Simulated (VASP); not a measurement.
# CaHgF3 (R-3c) in VASP: single point with PBE

Aim: the single point of CaHgF3 with PBE.

Program: VASP 6.6.1. These are calculated values, not measurements. Logs are shortened: lines on timing, memory, paths and dates and some standing lists are left out, and cuts for length are marked.

## Step 1: The cell of the first run

The structure is trigonal, space group R-3c (No. 167). The conventional cell has a = 5.838 Å, b = 5.838 Å, c = 14.299 Å, α = 90.00°, β = 90.00°, γ = 120.00°. Within 3.4 Å of Ca (site symmetry 32) lie 12 F at 2.54 to 3.30 Å. Within 2.8 Å of Hg (site symmetry -3) lie 6 F at 2.10 Å. Within 2.8 Å of F (site symmetry 2) lie 2 Hg at 2.10 Å and 1 Ca at 2.54 Å.

## Step 2: Single point, PBE

INCAR

```
SYSTEM = CaHgF3
ALGO = Normal
EDIFF = 1E-6
ENCUT = 520
GGA = PE
ISIF = 2
ISMEAR = 0
LASPH = .True.
LCHARG = .True.
LELF = .True.
LREAL = .False.
LVHAR = .True.
LWAVE = .False.
NBANDS = 54
NELM = 60
PREC = Accurate
SIGMA = 0.1
```

KPOINTS

```
k-points
0
Gamma
  4 4 4
  0 0 0
```

POSCAR

```
CaHgF3
1.0
    2.9187651500      1.6851498500      4.7663235400
   -2.9187651500      1.6851498500      4.7663235400
    0.0000000000     -3.3702997000      4.7663235400
Ca Hg F
2 2 6
Direct
    0.7500000000      0.7500000000      0.7500000000
    0.2500000000      0.2500000000      0.2500000000
    0.5000000000      0.5000000000      0.5000000000
    0.0000000000      0.0000000000      0.0000000000
    0.8147518300      0.2500000000      0.6852481700
    0.6852481700      0.8147518300      0.2500000000
    0.2500000000      0.6852481700      0.8147518300
    0.1852481700      0.7500000000      0.3147518300
    0.3147518300      0.1852481700      0.7500000000
    0.7500000000      0.3147518300      0.1852481700
```

Potentials or basis: VASP PAW PBE potentials, release 64 (Ca_sv, Hg, F).

Command:

```bash
$ cat potpaw_PBE.64/Ca_sv/POTCAR potpaw_PBE.64/Hg/POTCAR potpaw_PBE.64/F/POTCAR > POTCAR
$ mpirun -np 1 vasp_std > vasp.out
```

OUTCAR:

```text
SYSTEM = CaHgF3
   EDIFF = 1E-6
   ENCUT = 520
   GGA = PE
   ISIF = 2
   ISMEAR = 0
   LASPH = .True.
   LREAL = .False.
   NELM = 60
   PREC = Accurate

 ion  position               nearest neighbor table
   1  0.750  0.750  0.750-
   2  0.250  0.250  0.250-
   3  0.500  0.500  0.500-   5 2.10   8 2.10   7 2.10  10 2.10   9 2.10   6 2.10
   4  0.000  0.000  0.000-   7 2.10  10 2.10   8 2.10   5 2.10   9 2.10   6 2.10
   5  0.815  0.250  0.685-   3 2.10   4 2.10
   6  0.685  0.815  0.250-   3 2.10   4 2.10
   7  0.250  0.685  0.815-   4 2.10   3 2.10
   8  0.185  0.750  0.315-   3 2.10   4 2.10
   9  0.315  0.185  0.750-   3 2.10   4 2.10
  10  0.750  0.315  0.185-   4 2.10   3 2.10

  LATTYP: Found a face centered cubic cell.
 ALAT       =     8.2555145334

  Lattice vectors:

 A1 = (   2.9187651500,   1.6851498500,   4.7663235400)
 A2 = (  -2.9187651500,   1.6851498500,   4.7663235400)
 A3 = (   0.0000000000,  -3.3702997000,   4.7663235400)

Analysis of symmetry for initial positions (statically):
=====================================================================
 Subroutine PRICEL returns:
 Original cell was already a primitive cell.

 Routine SETGRP: Setting up the symmetry group for a
 face centered cubic supercell.

 Subroutine GETGRP returns: Found 12 space group operations
 (whereof  6 operations were pure point group operations)
 out of a pool of 48 trial point group operations.

The static configuration has the point symmetry S_6 .
 The point group associated with its full space group is D_3d.

Analysis of symmetry for dynamics (positions and initial velocities):
=====================================================================
 Subroutine PRICEL returns:
 Original cell was already a primitive cell.

 Routine SETGRP: Setting up the symmetry group for a
 face centered cubic supercell.

 Subroutine GETGRP returns: Found 12 space group operations
 (whereof  6 operations were pure point group operations)
 out of a pool of 48 trial point group operations.

The dynamic configuration has the point symmetry S_6 .
 The point group associated with its full space group is D_3d.

 Subroutine INISYM returns: Found 12 space group operations
 (whereof  6 operations are pure point group operations),
 and found     1 'primitive' translations

----------------------------------------------------------------------------------------

                                     Primitive cell

  volume of cell :     140.6606

  direct lattice vectors                    reciprocal lattice vectors
     2.918765150  1.685149850  4.766323540     0.171305321  0.098903173  0.069935104
    -2.918765150  1.685149850  4.766323540    -0.171305321  0.098903173  0.069935104
     0.000000000 -3.370299700  4.766323540     0.000000000 -0.197806345  0.069935104

  length of vectors
     5.837530309  5.837530309  5.837530313     0.209805313  0.209805313  0.209805312

  position of ions in fractional coordinates (direct lattice)
     0.750000000  0.750000000  0.750000000
     0.250000000  0.250000000  0.250000000
     0.500000000  0.500000000  0.500000000
     0.000000000  0.000000000  0.000000000
     0.814751830  0.250000000  0.685248170
     0.685248170  0.814751830  0.250000000
     0.250000000  0.685248170  0.814751830
     0.185248170  0.750000000  0.314751830
     0.314751830  0.185248170  0.750000000
     0.750000000  0.314751830  0.185248170

  ion indices of the primitive-cell ions
   primitive index   ion index
                 1           1
                 2           2
                 3           3
                 4           4
                 5           5
                 6           6
                 7           7
                 8           8
                 9           9
                10          10

----------------------------------------------------------------------------------------

 KPOINTS: k-points

Automatic generation of k-mesh.
 Grid dimensions read from file:
 generate k-points for:    4    4    4

 Generating k-lattice:

  Cartesian coordinates                     Fractional coordinates (reciprocal lattice)
     0.042826330  0.024725793  0.017483776     0.250000000 -0.000000000  0.000000000
    -0.042826330  0.024725793  0.017483776    -0.000000000  0.250000000  0.000000000
     0.000000000 -0.049451586  0.017483776     0.000000000  0.000000000  0.250000000

  Length of vectors
     0.052451328  0.052451328  0.052451328

  Shift w.r.t. Gamma in fractional coordinates (k-lattice)
     0.000000000  0.000000000  0.000000000

 Subroutine IBZKPT returns following result:
 ===========================================

 Found     13 irreducible k-points:

 Following reciprocal coordinates:
            Coordinates               Weight
  0.000000  0.000000  0.000000      1.000000
  0.250000 -0.000000  0.000000      6.000000
  0.250000  0.250000  0.250000      2.000000
  0.500000 -0.000000  0.000000      3.000000
  0.500000  0.500000  0.500000      1.000000
  0.250000  0.250000  0.000000      6.000000
  0.500000  0.250000  0.000000     12.000000
  0.250000  0.250000 -0.250000      6.000000
  0.500000  0.250000  0.500000      6.000000
 -0.250000  0.250000  0.000000      6.000000
  0.250000  0.250000  0.500000      6.000000
  0.500000  0.500000  0.000000      3.000000
 -0.250000  0.500000  0.250000      6.000000
   k-points           NKPTS =     13   k-points in BZ     NKDIM =     13   number of bands    NBANDS=     54
   number of dos      NEDOS =    301   number of ions     NIONS =     10
   total plane-waves  NPLWV = 110592
   dimension x,y,z NGX =    48 NGY =   48 NGZ =   48
   dimension x,y,z NGXF=    96 NGYF=   96 NGZF=   96
   ions per type =               2   2   6
   NGX,Y,Z   is equivalent  to a cutoff of  13.67, 13.67, 13.67 a.u.
   NGXF,Y,Z  is equivalent  to a cutoff of  27.34, 27.34, 27.34 a.u.
 SYSTEM =  CaHgF3
   PREC   = accura    normal or accurate (medium, high low for compatibility)
   ISTART =      0    job   : 0-new  1-cont  2-samecut
   ICHARG =      2    charge: 1-file 2-atom 10-const
   ISPIN  =      1    spin polarized calculation?
   LNONCOLLINEAR =      F non collinear calculations
   LSORBIT =      F    spin-orbit coupling
   LASPH  =      T    aspherical Exc in radial PAW
   ENCUT  =  520.0 eV  38.22 Ry    6.18 a.u.  10.85 10.85 10.85*2*pi/ulx,y,z
   NELM   =     60;   NELMIN=  2; NELMDL= -5     # of ELM steps
   EDIFF  = 0.1E-05   stopping-criterion for ELM
   LREAL  =      F    real-space projection
   EDIFFG = 0.1E-04   stopping-criterion for IOM
   NSW    =      0    number of steps for IOM
   IBRION =     -1    ionic relax: 0-MD 1-quasi-New 2-CG
   NFREE  =      0    steps in history (QN), initial steepest desc. (CG)
   ISIF   =      2    stress and relaxation
   ISYM   =      2    0-nonsym 1-usesym 2-fastsym
   POTIM  = 0.5000    time-step for ionic-motion
   TEBEG  =    0.0;   TEEND  =   0.0 temperature during run
   PSTRESS=    0.0 pullay stress
   NELECT =      86.0000    total number of electrons
   NUPDOWN=      -1.0000    fix difference up-down
   EMIN   =  10.00;   EMAX   =-10.00  energy-range for DOS
   EFERMI =   0.00;   METHOD = LEGACY
   ISMEAR =     0;   SIGMA  =   0.10  broadening in eV -4-tet -1-fermi 0-gaus
   EFERMI_NEDOS =   21; number of points for ismear=-14 and -15
   IALGO  =     38    algorithm
   IMIX   =      4    mixing-type and parameters
     AMIX     =   0.40;   BMIX     =  1.00
     AMIX_MAG =   1.60;   BMIX_MAG =  1.00
  volume/ion in A,a.u.               =      14.07        94.92
  Fermi-wavevector in a.u.,A,eV,Ry     =   1.389473  2.625724 26.267893  1.930636
  Thomas-Fermi vector in A             =   2.513501
   LORBIT       =      0    0 simple, 1 ext, 2 COOP (PROOUT), +10 PAW based schemes
   GGA     = PE    functional components
   LHFCALC =     F    Hartree Fock is set to
   AEXX    =    0.0000 exact exchange contribution
   IVDW    =     0    specifies the selected vdW correction
   LEPSILON=     F    determine dielectric tensor
   LRPA    =     F    only Hartree local field effects (RPA)
 non-spin polarized calculation
 Gauss-broadening in eV      SIGMA  =   0.10
  energy-cutoff  :      520.00
  volume of cell :      140.66
 maximum number of plane-waves:      3828
 NGX is ok and might be reduce to    48
   NGX = 21   NGY = 21   NGZ = 21

 number of electron      86.0000005 magnetization

 Free energy of the ion-electron system (eV)
  ---------------------------------------------------
  ext. energy  EPLUGINS =         0.00000000
  ---------------------------------------------------
  free energy    TOTEN  =       -29.58011811 eV

  energy without entropy =      -29.56705158  energy(sigma->0) =      -29.57358485

 E-fermi :   6.2519     XC(G=0): -10.3234

 val. band max:        6.2476338876   @ k =   0.5000   0.5000   0.0000
 cond. band min:       6.2603330483   @ k =   0.0000   0.0000   0.0000
 fundamental gap:      0.0126991607
 Fermi energy:         6.2519018540

 k-point     1 :       0.0000    0.0000    0.0000
  band No.  band energies     occupation
      1     -38.1985      2.00000
      2     -38.1911      2.00000
      3     -21.1071      2.00000
      4     -20.7234      2.00000
      5     -20.7234      2.00000
      6     -20.6553      2.00000
[... 46 lines left out ...]
     53       7.9373      0.00000
     54       8.8102      0.00000

 k-point     2 :       0.2500   -0.0000    0.0000
  band No.  band energies     occupation
      1     -38.1974      2.00000
      2     -38.1921      2.00000
      3     -21.0736      2.00000
      4     -20.7627      2.00000
      5     -20.7166      2.00000
      6     -20.7040      2.00000
[... 46 lines left out ...]
     53       7.7976      0.00000
     54       8.9456      0.00000
[... 568 lines left out ...]
     53       8.0635      0.00000
     54       8.4889      0.00000

 k-point    13 :      -0.2500    0.5000    0.2500
  band No.  band energies     occupation
      1     -38.1946      2.00000
      2     -38.1946      2.00000
      3     -20.9668      2.00000
      4     -20.9668      2.00000
      5     -20.6879      2.00000
      6     -20.6879      2.00000
[... 46 lines left out ...]
     53       7.8683      0.00000
     54       7.8683      0.00000

------------------------ aborting loop because EDIFF is reached ----------------------------------------

  FORCE on cell =-STRESS in cart. coord.  units (eV):
  Direction    XX          YY          ZZ          XY          YZ          ZX
  --------------------------------------------------------------------------------------
  -------------------------------------------------------------------------------------
  Total       34.4748421     34.4748423     33.1230872      0.0000000     -0.0000000      0.0000000
  in kB      392.6814807    392.6814830    377.2844815      0.0000000     -0.0000000      0.0000000
  external PRESSURE =     387.5491484 kB  Pullay stress =       0.0000000 kB

 VOLUME and BASIS-vectors are now :
 -----------------------------------------------------------------------------
  energy-cutoff  :      520.00
  volume of cell :      140.66
      direct lattice vectors                 reciprocal lattice vectors
     2.918765150  1.685149850  4.766323540     0.171305321  0.098903173  0.069935104
    -2.918765150  1.685149850  4.766323540    -0.171305321  0.098903173  0.069935104
     0.000000000 -3.370299700  4.766323540     0.000000000 -0.197806345  0.069935104

 POSITION                                       TOTAL-FORCE (eV/Angst)
 -----------------------------------------------------------------------------------
      0.00000      0.00000     10.72423         0.000000     -0.000000     -0.000000
      0.00000      0.00000      3.57474         0.000000     -0.000000     -0.000000
      0.00000      0.00000      7.14949         0.000000     -0.000000     -0.000000
      0.00000      0.00000      0.00000         0.000000     -0.000000     -0.000000
      1.64838     -0.51523      8.34107         0.952173      1.649212     -0.000000
     -0.37799      1.68515      8.34107        -1.904346     -0.000000      0.000000
     -1.27039     -1.16992      8.34107         0.952173     -1.649212     -0.000000
     -1.64838      0.51523      5.95790        -0.952173     -1.649212     -0.000000
      0.37799     -1.68515      5.95790         1.904346     -0.000000     -0.000000
      1.27039      1.16992      5.95790        -0.952173      1.649212     -0.000000
 -----------------------------------------------------------------------------------
    total drift:                               -0.000000      0.000000     -0.000000

  FREE ENERGIE OF THE ION-ELECTRON SYSTEM (eV)
  ---------------------------------------------------
  free  energy   TOTEN  =       -29.5801181097 eV

  energy  without entropy=      -29.5670515828  energy(sigma->0) =      -29.57358485
```

Wall time 2.7 min (1 thread of AMD EPYC 7R43 (Zen 3), shared host); peak memory 0.32 GiB.

What came out:

```yaml
Free_energy: -29.5801 eV
Pressure: 38.8 GPa
Largest_force: 1.904 eV/Å
Band_gap_on_the_k_mesh: zero (bands 43 and 44 overlap by 1.01 eV)
```

Forces in eV/Å, atoms in the order of the input:
```
Ca   0.000  0.000  0.000
Ca   0.000  0.000  0.000
Hg   0.000  0.000  0.000
Hg   0.000  0.000  0.000
F    0.952  1.649  0.000
F   -1.904  0.000  0.000
F    0.952 -1.649  0.000
F   -0.952 -1.649  0.000
F    1.904  0.000  0.000
F   -0.952  1.649  0.000
```

Stress tensor (GPa, compression positive):
```
39.27  0.00  0.00
 0.00 39.27  0.00
 0.00  0.00 37.73
```

Caveat: the cell stands under pressure; spin-orbit coupling is left out, which moves the levels of the heavy elements; forces of over 1 eV/Å act on the atoms, so gaps and moduli don't describe the material at rest.
